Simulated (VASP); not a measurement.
# MgO (Periclase) (Fm-3m) in VASP: single point with PBE

Aim: the single point of MgO (Periclase) with PBE.

Program: VASP 6.6.1. These are calculated values, not measurements. Logs are shortened: lines on timing, memory, paths and dates and some standing lists are left out, and cuts for length are marked.

## (1) The cell of the first run

It takes space group Fm-3m (No. 225, cubic). The conventional cell has a = 4.217 Å, b = 4.217 Å, c = 4.217 Å, α = 90.00°, β = 90.00°, γ = 90.00°. Mg (site symmetry m-3m) has 6 O at 2.11 Å within 2.8 Å. O (site symmetry m-3m) has 6 Mg at 2.11 Å within 2.8 Å.

## (2) Single point, PBE

File INCAR:

```
PREC     = Accurate       # precision mode
ENCUT    = 600            # plane-wave cutoff, eV
EDIFF    = 1E-6           # SCF threshold, eV
ISMEAR   = 0              # smearing method
SIGMA    = 0.01           # smearing width, eV
LREAL    = False          # projectors in reciprocal space
LASPH    = True           # aspherical terms in the spheres
NELM     = 120            # most SCF steps
ALGO     = Normal         # electronic algorithm
ISIF     = 2              # what is computed and relaxed
LWAVE    = False          # write WAVECAR
LCHARG   = False          # write CHGCAR
GGA      = PE             # functional
NBANDS   = 11             # bands
GGA_COMPAT= False
```

File KPOINTS:

```
regular mesh
0
Gamma
  5 5 5
```

File POSCAR:

```
MgO
1.0
    0.0000000000      2.1085000000      2.1085000000
    2.1085000000      0.0000000000      2.1085000000
    2.1085000000      2.1085000000      0.0000000000
Mg O
1 1
Direct
    0.0000000000      0.0000000000      0.0000000000
    0.5000000000      0.5000000000      0.5000000000
```

Potentials or basis: VASP PAW PBE potentials, release 64 (Mg, O).

Launch:

```sh
> cat potpaw_PBE.64/Mg/POTCAR potpaw_PBE.64/O/POTCAR > POTCAR
> mpirun -np 1 vasp_std > vasp.out
```

OUTCAR:

```text
PREC = Accurate
   ENCUT = 600
   EDIFF = 1E-6
   ISMEAR = 0
   LREAL = False
   LASPH = True
   NELM = 120
   ISIF = 2
   GGA = PE

 ion  position               nearest neighbor table
   1  0.000  0.000  0.000-   2 2.11   2 2.11   2 2.11   2 2.11   2 2.11   2 2.11
   2  0.500  0.500  0.500-   1 2.11   1 2.11   1 2.11   1 2.11   1 2.11   1 2.11

  LATTYP: Found a face centered cubic cell.
 ALAT       =     4.2170000000

  Lattice vectors:

 A1 = (   0.0000000000,   2.1085000000,   2.1085000000)
 A2 = (   2.1085000000,   0.0000000000,   2.1085000000)
 A3 = (   2.1085000000,   2.1085000000,   0.0000000000)

Analysis of symmetry for initial positions (statically):
=====================================================================
 Subroutine PRICEL returns:
 Original cell was already a primitive cell.

 Routine SETGRP: Setting up the symmetry group for a
 face centered cubic supercell.

 Subroutine GETGRP returns: Found 48 space group operations
 (whereof 48 operations were pure point group operations)
 out of a pool of 48 trial point group operations.

The static configuration has the point symmetry O_h .

Analysis of symmetry for dynamics (positions and initial velocities):
=====================================================================
 Subroutine PRICEL returns:
 Original cell was already a primitive cell.

 Routine SETGRP: Setting up the symmetry group for a
 face centered cubic supercell.

 Subroutine GETGRP returns: Found 48 space group operations
 (whereof 48 operations were pure point group operations)
 out of a pool of 48 trial point group operations.

The dynamic configuration has the point symmetry O_h .

 Subroutine INISYM returns: Found 48 space group operations
 (whereof 48 operations are pure point group operations),
 and found     1 'primitive' translations

----------------------------------------------------------------------------------------

                                     Primitive cell

  volume of cell :      18.7478

  direct lattice vectors                    reciprocal lattice vectors
     0.000000000  2.108500000  2.108500000    -0.237135404  0.237135404  0.237135404
     2.108500000  0.000000000  2.108500000     0.237135404 -0.237135404  0.237135404
     2.108500000  2.108500000  0.000000000     0.237135404  0.237135404 -0.237135404

  length of vectors
     2.981869296  2.981869296  2.981869296     0.410730569  0.410730569  0.410730569

  position of ions in fractional coordinates (direct lattice)
     0.000000000  0.000000000  0.000000000
     0.500000000  0.500000000  0.500000000

  ion indices of the primitive-cell ions
   primitive index   ion index
                 1           1
                 2           2

----------------------------------------------------------------------------------------

 KPOINTS: regular mesh

Automatic generation of k-mesh.
 Grid dimensions read from file:
 generate k-points for:    5    5    5

 Generating k-lattice:

  Cartesian coordinates                     Fractional coordinates (reciprocal lattice)
    -0.047427081  0.047427081  0.047427081     0.200000000  0.000000000  0.000000000
     0.047427081 -0.047427081  0.047427081     0.000000000  0.200000000  0.000000000
     0.047427081  0.047427081 -0.047427081     0.000000000  0.000000000  0.200000000

  Length of vectors
     0.082146114  0.082146114  0.082146114

  Shift w.r.t. Gamma in fractional coordinates (k-lattice)
     0.000000000  0.000000000  0.000000000

 Subroutine IBZKPT returns following result:
 ===========================================

 Found     10 irreducible k-points:

 Following reciprocal coordinates:
            Coordinates               Weight
  0.000000  0.000000  0.000000      1.000000
  0.200000  0.000000  0.000000      8.000000
  0.400000  0.000000  0.000000      8.000000
  0.200000  0.200000  0.000000      6.000000
  0.400000  0.200000  0.000000     24.000000
 -0.400000  0.200000  0.000000     24.000000
 -0.200000  0.200000  0.000000     12.000000
  0.400000  0.400000  0.000000      6.000000
 -0.400000  0.400000  0.000000     12.000000
 -0.400000  0.400000  0.200000     24.000000
   k-points           NKPTS =     10   k-points in BZ     NKDIM =     10   number of bands    NBANDS=     11
   number of dos      NEDOS =    301   number of ions     NIONS =      2
   total plane-waves  NPLWV =  13824
   dimension x,y,z NGX =    24 NGY =   24 NGZ =   24
   dimension x,y,z NGXF=    48 NGYF=   48 NGZF=   48
   ions per type =               1   1
   NGX,Y,Z   is equivalent  to a cutoff of  13.38, 13.38, 13.38 a.u.
   NGXF,Y,Z  is equivalent  to a cutoff of  26.76, 26.76, 26.76 a.u.
 SYSTEM =  unknown system
   PREC   = accura    normal or accurate (medium, high low for compatibility)
   ISTART =      0    job   : 0-new  1-cont  2-samecut
   ICHARG =      2    charge: 1-file 2-atom 10-const
   ISPIN  =      1    spin polarized calculation?
   LNONCOLLINEAR =      F non collinear calculations
   LSORBIT =      F    spin-orbit coupling
   LASPH  =      T    aspherical Exc in radial PAW
   ENCUT  =  600.0 eV  44.10 Ry    6.64 a.u.   5.96  5.96  5.96*2*pi/ulx,y,z
   NELM   =    120;   NELMIN=  2; NELMDL= -5     # of ELM steps
   EDIFF  = 0.1E-05   stopping-criterion for ELM
   LREAL  =      F    real-space projection
[... 7 lines left out ...]
   TEBEG  =    0.0;   TEEND  =   0.0 temperature during run
   PSTRESS=    0.0 pullay stress
   NELECT =       8.0000    total number of electrons
   NUPDOWN=      -1.0000    fix difference up-down
   EMIN   =  10.00;   EMAX   =-10.00  energy-range for DOS
   EFERMI =   0.00;   METHOD = LEGACY
   ISMEAR =     0;   SIGMA  =   0.01  broadening in eV -4-tet -1-fermi 0-gaus
   EFERMI_NEDOS =   21; number of points for ismear=-14 and -15
   IALGO  =     38    algorithm
   IMIX   =      4    mixing-type and parameters
     AMIX     =   0.40;   BMIX     =  1.00
     AMIX_MAG =   1.60;   BMIX_MAG =  1.00
  volume/ion in A,a.u.               =       9.37        63.26
  Fermi-wavevector in a.u.,A,eV,Ry     =   1.232503  2.329092 20.668107  1.519063
  Thomas-Fermi vector in A             =   2.367270
   LORBIT       =      0    0 simple, 1 ext, 2 COOP (PROOUT), +10 PAW based schemes
   GGA     = PE    functional components
   LHFCALC =     F    Hartree Fock is set to
   AEXX    =    0.0000 exact exchange contribution
   IVDW    =     0    specifies the selected vdW correction
   LEPSILON=     F    determine dielectric tensor
   LRPA    =     F    only Hartree local field effects (RPA)
 non-spin polarized calculation
 Gauss-broadening in eV      SIGMA  =   0.01
  energy-cutoff  :      600.00
  volume of cell :       18.75
 maximum number of plane-waves:       635
   NGX = 11   NGY = 11   NGZ = 11

 number of electron       8.0000005 magnetization

 Free energy of the ion-electron system (eV)
  ---------------------------------------------------
  ext. energy  EPLUGINS =         0.00000000
  ---------------------------------------------------
  free energy    TOTEN  =       -11.90846677 eV

  energy without entropy =      -11.90846677  energy(sigma->0) =      -11.90846677

 E-fermi :   3.2438     XC(G=0): -11.0609

 val. band max:        3.1618366707   @ k =   0.0000   0.0000   0.0000
 cond. band min:       7.8537750415   @ k =   0.0000   0.0000   0.0000
 fundamental gap:      4.6919383707
 Fermi energy:         3.2437892327

 k-point     1 :       0.0000    0.0000    0.0000
  band No.  band energies     occupation
      1     -14.0831      2.00000
      2       3.1618      2.00000
      3       3.1618      2.00000
      4       3.1618      2.00000
      5       7.8538      0.00000
      6      18.9415      0.00000
      7      18.9415      0.00000
      8      18.9415      0.00000
      9      22.8482      0.00000
     10      24.6191      0.00000
     11      24.6191      0.00000

 k-point     2 :       0.2000    0.0000    0.0000
  band No.  band energies     occupation
      1     -13.6895      2.00000
      2       1.1930      2.00000
      3       2.9245      2.00000
      4       2.9245      2.00000
      5       9.6797      0.00000
      6      16.1793      0.00000
      7      19.6595      0.00000
      8      19.6595      0.00000
      9      23.1931      0.00000
     10      23.1931      0.00000
     11      25.3686      0.00000

 k-point     3 :       0.4000    0.0000    0.0000
  band No.  band energies     occupation
      1     -12.9513      2.00000
      2      -1.0845      2.00000
      3       2.5701      2.00000
      4       2.5701      2.00000
      5      10.9834      0.00000
      6      15.5640      0.00000
      7      19.5495      0.00000
      8      19.5495      0.00000
      9      24.1978      0.00000
     10      24.8899      0.00000
     11      24.8899      0.00000

 k-point     4 :       0.2000    0.2000    0.0000
  band No.  band energies     occupation
      1     -13.5729      2.00000
      2       1.1420      2.00000
      3       2.6389      2.00000
      4       2.6389      2.00000
      5      10.3372      0.00000
      6      15.1977      0.00000
      7      19.8713      0.00000
      8      20.1075      0.00000
      9      20.1075      0.00000
     10      25.8318      0.00000
     11      29.2854      0.00000

 k-point     5 :       0.4000    0.2000    0.0000
  band No.  band energies     occupation
      1     -12.9668      2.00000
      2      -0.3728      2.00000
      3       1.9241      2.00000
      4       2.2930      2.00000
      5      12.1341      0.00000
      6      14.4550      0.00000
      7      17.4940      0.00000
      8      20.5237      0.00000
      9      21.8083      0.00000
     10      26.7212      0.00000
     11      28.7859      0.00000

 k-point     6 :      -0.4000    0.2000    0.0000
  band No.  band energies     occupation
      1     -12.6909      2.00000
      2      -0.8703      2.00000
      3       1.2749      2.00000
      4       2.3382      2.00000
      5      12.5655      0.00000
      6      15.3969      0.00000
      7      16.8364      0.00000
      8      20.2797      0.00000
      9      23.3088      0.00000
     10      25.5003      0.00000
     11      28.1685      0.00000

 k-point     7 :      -0.2000    0.2000    0.0000
  band No.  band energies     occupation
      1     -13.1843      2.00000
      2       0.0730      2.00000
      3       1.8315      2.00000
      4       2.7212      2.00000
      5      11.5725      0.00000
      6      15.0482      0.00000
      7      18.2319      0.00000
      8      20.9123      0.00000
      9      21.6127      0.00000
     10      24.4832      0.00000
     11      27.9340      0.00000

 k-point     8 :       0.4000    0.4000    0.0000
  band No.  band energies     occupation
      1     -12.7044      2.00000
      2      -0.6786      2.00000
      3       1.9271      2.00000
      4       1.9271      2.00000
      5      12.6061      0.00000
      6      12.9549      0.00000
      7      16.3552      0.00000
      8      21.7940      0.00000
      9      21.7940      0.00000
     10      28.9732      0.00000
     11      29.0993      0.00000

 k-point     9 :      -0.4000    0.4000    0.0000
  band No.  band energies     occupation
      1     -12.5304      2.00000
      2      -0.5270      2.00000
      3       0.8303      2.00000
      4       1.9516      2.00000
      5      13.0143      0.00000
      6      14.3664      0.00000
      7      15.8411      0.00000
      8      21.4018      0.00000
      9      21.4718      0.00000
     10      29.4982      0.00000
     11      29.7989      0.00000

 k-point    10 :      -0.4000    0.4000    0.2000
  band No.  band energies     occupation
      1     -12.5961      2.00000
      2      -0.3162      2.00000
      3       0.7952      2.00000
      4       1.7857      2.00000
      5      14.1948      0.00000
      6      14.2895      0.00000
      7      15.7951      0.00000
      8      19.6228      0.00000
      9      23.6328      0.00000
     10      25.7522      0.00000
     11      30.5546      0.00000

------------------------ aborting loop because EDIFF is reached ----------------------------------------

  FORCE on cell =-STRESS in cart. coord.  units (eV):
  Direction    XX          YY          ZZ          XY          YZ          ZX
  --------------------------------------------------------------------------------------
  -------------------------------------------------------------------------------------
  Total        0.3632992      0.3632992      0.3632992      0.0000000      0.0000000      0.0000000
  in kB       31.0473300     31.0473300     31.0473300      0.0000000      0.0000000      0.0000000
  external PRESSURE =      31.0473300 kB  Pullay stress =       0.0000000 kB

 VOLUME and BASIS-vectors are now :
 -----------------------------------------------------------------------------
  energy-cutoff  :      600.00
  volume of cell :       18.75
      direct lattice vectors                 reciprocal lattice vectors
     0.000000000  2.108500000  2.108500000    -0.237135404  0.237135404  0.237135404
     2.108500000  0.000000000  2.108500000     0.237135404 -0.237135404  0.237135404
     2.108500000  2.108500000  0.000000000     0.237135404  0.237135404 -0.237135404

 POSITION                                       TOTAL-FORCE (eV/Angst)
 -----------------------------------------------------------------------------------
      0.00000      0.00000      0.00000         0.000000      0.000000     -0.000000
      2.10850      2.10850      2.10850        -0.000000     -0.000000      0.000000
 -----------------------------------------------------------------------------------
    total drift:                               -0.000000     -0.000000      0.000000

  FREE ENERGIE OF THE ION-ELECTRON SYSTEM (eV)
  ---------------------------------------------------
  free  energy   TOTEN  =       -11.9084667658 eV

  energy  without entropy=      -11.9084667658  energy(sigma->0) =      -11.90846677
```

Run time: 3.8 s. Hardware: 1 thread of Intel Xeon Platinum 8375C at 2.90GHz (Ice Lake), shared host; peak memory 0.13 GiB.

What came out:

```yaml
Free_energy: -11.9085 eV
Pressure: 3.1 GPa
Band_gap_on_the_k_mesh: 4.69 eV, direct
```

Caveat: the k points lie up to 0.52 Å⁻¹ apart. As with any semilocal functional, this PBE gap is likely too small.
